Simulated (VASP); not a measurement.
# CrB2 (P6/mmm) in VASP: a series of runs

CrB2 is run at these levels: LDA; tasks: vibrations by perturbation theory, elastic constants.

Program: VASP 6.6.1. These are calculated values, not measurements. Logs are shortened: lines on timing, memory, paths and dates and some standing lists are left out, and cuts for length are marked.

**1. The cell of the first run**

The structure is hexagonal, space group P6/mmm (No. 191). Conventional cell: a = 2.942 Å, b = 2.942 Å, c = 2.854 Å, α = 90.00°, β = 90.00°, γ = 120.00°. Within 3.0 Å of Cr (site symmetry 6/mmm) lie 12 B at 2.22 Å and 8 Cr at 2.85 to 2.94 Å. B (site symmetry -6m2) has 3 B at 1.70 Å and 6 Cr at 2.22 Å within 2.3 Å.

**2. Vibrations by perturbation theory, LDA**

Input file INCAR:

```
  ALGO = Normal
  EDIFF = 1E-8
  ENCUT = 520
  IBRION = 8
  ISIF = 2
  ISMEAR = -1
  LASPH = T
  LCHARG = T
  LREAL = F
  LWAVE = F
  NBANDS = 16
  NELM = 100
  NSW = 1
  PREC = Accurate
  SIGMA = 0.15
```

Input file KPOINTS:

```
k-points
0
Gamma
  18 18 14
```

Input file POSCAR:

```
CrB2
1.0
    2.9416025938      0.0000000000      0.0000000000
   -1.4708012969      2.5475025741      0.0000000000
    0.0000000000      0.0000000000      2.8538664798
Cr B
1 2
Direct
    0.0000000000      0.0000000000      0.0000000000
    0.3333333333      0.6666666667      0.5000000000
    0.6666666667      0.3333333333      0.5000000000
```

Potentials or basis: VASP PAW LDA potentials, release 64 (Cr_pv, B).

Started as:

```
$ cat potpaw_LDA.64/Cr_pv/POTCAR potpaw_LDA.64/B/POTCAR > POTCAR
$ mpirun -np 1 vasp_std > vasp.out
```

OUTCAR:

```text
EDIFF = 1E-8
   ENCUT = 520
   IBRION = 8
   ISIF = 2
   ISMEAR = -1
   LASPH = T
   LREAL = F
   NELM = 100
   NSW = 1
   PREC = Accurate

 ion  position               nearest neighbor table
   1  0.000  0.000  0.000-   2 2.22   3 2.22   2 2.22   3 2.22   3 2.22   3 2.22   2 2.22   2 2.22
                             3 2.22   3 2.22   2 2.22   2 2.22
   2  0.333  0.667  0.500-   3 1.70   3 1.70   3 1.70   1 2.22   1 2.22   1 2.22   1 2.22   1 2.22
                             1 2.22
   3  0.667  0.333  0.500-   2 1.70   2 1.70   2 1.70   1 2.22   1 2.22   1 2.22   1 2.22   1 2.22
                             1 2.22

  LATTYP: Found a hexagonal cell.
 ALAT       =     2.9416025938
 C/A-ratio  =     0.9701740425

  Lattice vectors:

 A1 = (   2.9416025938,   0.0000000000,   0.0000000000)
 A2 = (  -1.4708012969,   2.5475025741,   0.0000000000)
 A3 = (   0.0000000000,   0.0000000000,   2.8538664798)

Analysis of symmetry for initial positions (statically):
=====================================================================
 Subroutine PRICEL returns:
 Original cell was already a primitive cell.

 Routine SETGRP: Setting up the symmetry group for a
 hexagonal supercell.

 Subroutine GETGRP returns: Found 24 space group operations
 (whereof 24 operations were pure point group operations)
 out of a pool of 24 trial point group operations.

The static configuration has the point symmetry D_6h.

Analysis of symmetry for dynamics (positions and initial velocities):
=====================================================================
 Subroutine PRICEL returns:
 Original cell was already a primitive cell.

 Routine SETGRP: Setting up the symmetry group for a
 hexagonal supercell.

 Subroutine GETGRP returns: Found 24 space group operations
 (whereof 24 operations were pure point group operations)
 out of a pool of 24 trial point group operations.

The dynamic configuration has the point symmetry D_6h.

 Subroutine INISYM returns: Found 24 space group operations
 (whereof 24 operations are pure point group operations),
 and found     1 'primitive' translations

----------------------------------------------------------------------------------------

                                     Primitive cell

  volume of cell :      21.3861

  direct lattice vectors                    reciprocal lattice vectors
     2.941602594  0.000000000  0.000000000     0.339950747  0.196270655  0.000000000
    -1.470801297  2.547502574  0.000000000     0.000000000  0.392541311  0.000000000
     0.000000000  0.000000000  2.853866480     0.000000000  0.000000000  0.350401817

  length of vectors
     2.941602594  2.941602594  2.853866480     0.392541311  0.392541311  0.350401817

  position of ions in fractional coordinates (direct lattice)
     0.000000000  0.000000000  0.000000000
     0.333333333  0.666666667  0.500000000
     0.666666667  0.333333333  0.500000000

  ion indices of the primitive-cell ions
   primitive index   ion index
                 1           1
                 2           2
                 3           3

----------------------------------------------------------------------------------------

 KPOINTS: k-points

Automatic generation of k-mesh.
 Grid dimensions read from file:
 generate k-points for:   18   18   14

 Generating k-lattice:

  Cartesian coordinates                     Fractional coordinates (reciprocal lattice)
     0.018886153  0.010903925  0.000000000     0.055555556 -0.000000000  0.000000000
[... 98 lines left out ...]

 number of electron      17.9999995 magnetization

 Free energy of the ion-electron system (eV)
  ---------------------------------------------------
  ext. energy  EPLUGINS =         0.00000000
  ---------------------------------------------------
  free energy    TOTEN  =       -26.79177802 eV

  energy without entropy =      -26.62656211  energy(sigma->0) =      -26.70917006

 E-fermi :  11.8160     XC(G=0): -13.8822

 val. band max:       11.8151630490   @ k =   0.3889   0.1111   0.0000
 cond. band min:      11.8232985608   @ k =   0.0556   0.0000   0.3571
 fundamental gap:      0.0081355118
 Fermi energy:        11.8159595487

 k-point     1 :       0.0000    0.0000    0.0000
  band No.  band energies     occupation
      1     -31.6025      2.00000
      2     -31.3899      2.00000
      3     -31.3899      2.00000
      4      -3.6158      2.00000
      5       7.1534      2.00000
      6       7.1534      2.00000
[... 433 lines left out ...]
      3     -31.4552      2.00000
      4       0.0844      2.00000
      5       1.7837      2.00000
      6       5.7021      2.00000
[... 8 lines left out ...]
     15      20.2046      0.00000
     16      20.5552      0.00000

 [... further k-points ...]

------------------------ aborting loop because EDIFF is reached ----------------------------------------

  FORCE on cell =-STRESS in cart. coord.  units (eV):
  Direction    XX          YY          ZZ          XY          YZ          ZX
  --------------------------------------------------------------------------------------
  -------------------------------------------------------------------------------------
  Total        0.3502086      0.3502086      0.3170943     -0.0000000      0.0000000      0.0000000
  in kB       26.2364514     26.2364514     23.7556432     -0.0000000      0.0000000      0.0000000
  external PRESSURE =      25.4095153 kB  Pullay stress =       0.0000000 kB

 VOLUME and BASIS-vectors are now :
 -----------------------------------------------------------------------------
  energy-cutoff  :      520.00
  volume of cell :       21.39
      direct lattice vectors                 reciprocal lattice vectors
     2.941602594  0.000000000  0.000000000     0.339950747  0.196270655  0.000000000
    -1.470801297  2.547502574  0.000000000     0.000000000  0.392541311  0.000000000
     0.000000000  0.000000000  2.853866480     0.000000000  0.000000000  0.350401817

 POSITION                                       TOTAL-FORCE (eV/Angst)
 -----------------------------------------------------------------------------------
      0.00000      0.00000      0.00000         0.000000      0.000000      0.000000
     -0.00000      1.69834      1.42693         0.000000     -0.000000      0.000000
      1.47080      0.84917      1.42693        -0.000000      0.000000      0.000000
 -----------------------------------------------------------------------------------
    total drift:                               -0.000000      0.000000      0.000000

  FREE ENERGIE OF THE ION-ELECTRON SYSTEM (eV)
  ---------------------------------------------------
  free  energy   TOTEN  =       -26.7917780182 eV

  energy  without entropy=      -26.6265621063  energy(sigma->0) =      -26.70917006

[... ionic steps 2 to 3 ...]

--------------------------------------- Ionic step        4  -------------------------------------------

------------------------ aborting loop because EDIFF is reached ----------------------------------------
[... 11 lines left out ...]
[... ionic steps 8 to 8 ...]

--------------------------------------- Ionic step        9  -------------------------------------------

 Free energy of the ion-electron system (eV)
  ---------------------------------------------------
  ---------------------------------------------------
  free energy    TOTEN  =        -0.04369730 eV

  energy without entropy =       -0.04369725

------------------------ aborting loop because EDIFF is reached ----------------------------------------

 INTERNAL STRAIN TENSOR  FOR ION    2  DIRECTION 3   (eV/Angst):
 -----------------------------------------------------------------------------
     0.00869  0.00000  0.00000
     0.00000  0.00869 -0.00000
    -0.00000  0.00000 -0.02923

 INTERNAL STRAIN TENSOR FOR ION    3 for displacements in x,y,z  (eV/Angst):
          X           Y           Z          XY          YZ          ZX
  --------------------------------------------------------------------------------
  x     0.00000     0.00000     0.00000     6.00837     0.00000     0.00000
  y     6.00837    -6.00837     0.00000     0.00000     0.00000     0.00000
  z     0.00000     0.00000     0.00000    -0.00000     0.00000     0.00000

 SECOND DERIVATIVES (NOT SYMMETRIZED)
 ------------------------------------
               1X          1Y          1Z          2X          2Y          2Z          3X          3Y          3Z
  1X   -11.330603    0.000000    0.000000    5.665301    0.000000    0.000000    5.665301    0.000000    0.000000
  1Y     0.000000  -11.330603    0.000000    0.000000    5.665301    0.000000    0.000000    5.665301    0.000000
  1Z     0.000000   -0.000000  -11.886302    0.000000    0.000000    5.943151    0.000000    0.000000    5.943151
  2X     5.638287    0.000000    0.000000  -21.011631   -0.000000    0.000000   15.373344    0.000000    0.000000
  2Y     0.000000    5.638287    0.000000   -0.000000  -21.011631    0.000000    0.000000   15.373344    0.000000
  2Z     0.000000    0.000000    5.946404    0.000000    0.000000   -9.190055   -0.000000    0.000000    3.243650
  3X     5.638287    0.000000    0.000000   15.373344    0.000000    0.000000  -21.011631   -0.000000    0.000000
  3Y     0.000000    5.638287    0.000000    0.000000   15.373344    0.000000   -0.000000  -21.011631    0.000000
  3Z     0.000000    0.000000    5.946404   -0.000000    0.000000    3.243650    0.000000    0.000000   -9.190055

 Eigenvectors and eigenvalues of the dynamical matrix
 ----------------------------------------------------

   1 f  =   28.679979 THz   180.201624 2PiTHz  956.661131 cm-1   118.610810 meV
             X         Y         Z           dx          dy          dz
      0.000000  0.000000  0.000000     0.000000   -0.000000   -0.000000
     -0.000000  1.698335  1.426933    -0.000011   -0.707107   -0.000000
      1.470801  0.849168  1.426933     0.000011    0.707107   -0.000000
[... 43 lines left out ...]
   9 f/i=    0.014647 THz     0.092031 2PiTHz    0.488579 cm-1     0.060576 meV
             X         Y         Z           dx          dy          dz
      0.000000  0.000000  0.000000     0.345642   -0.765397    0.000000
     -0.000000  1.698335  1.426933     0.157984   -0.349843    0.000000
      1.470801  0.849168  1.426933     0.157984   -0.349843    0.000000

--------------------------------------------------------------------------------------------------------

 ELASTIC MODULI CONTR FROM IONIC RELAXATION (kBar)
 Direction    XX          YY          ZZ          XY          YZ          ZX
 --------------------------------------------------------------------------------
 XX        -148.6621    148.6621      0.0000     -0.0000      0.0000      0.0000
 YY         148.6621   -148.6621      0.0000      0.0000      0.0000      0.0000
 ZZ           0.0000      0.0000      0.0000      0.0000      0.0000      0.0000
 XY          -0.0000      0.0000      0.0000   -148.6621      0.0000      0.0000
 YZ           0.0000      0.0000      0.0000      0.0000      0.0000      0.0000
 ZX           0.0000      0.0000      0.0000      0.0000      0.0000      0.0000
 --------------------------------------------------------------------------------
```

It took 9.8 min on 1 thread of Intel Xeon 6975P-C (Granite Rapids), shared host; peak memory 1.1 GiB.

What came out:

- Highest phonon frequency at Γ: 957 cm⁻¹

Phonon frequencies in cm⁻¹ (negative: imaginary):
| q point | frequencies |
| --- | --- |
| (0.000, 0.000, 0.000) | 0 0 0 448 448 460 559 957 957 |

Caveat: the cell stands under pressure or tension, which shifts response properties; the run has no spin polarisation, though such a crystal can be magnetic.

(Part 1 of 2 ends here.)
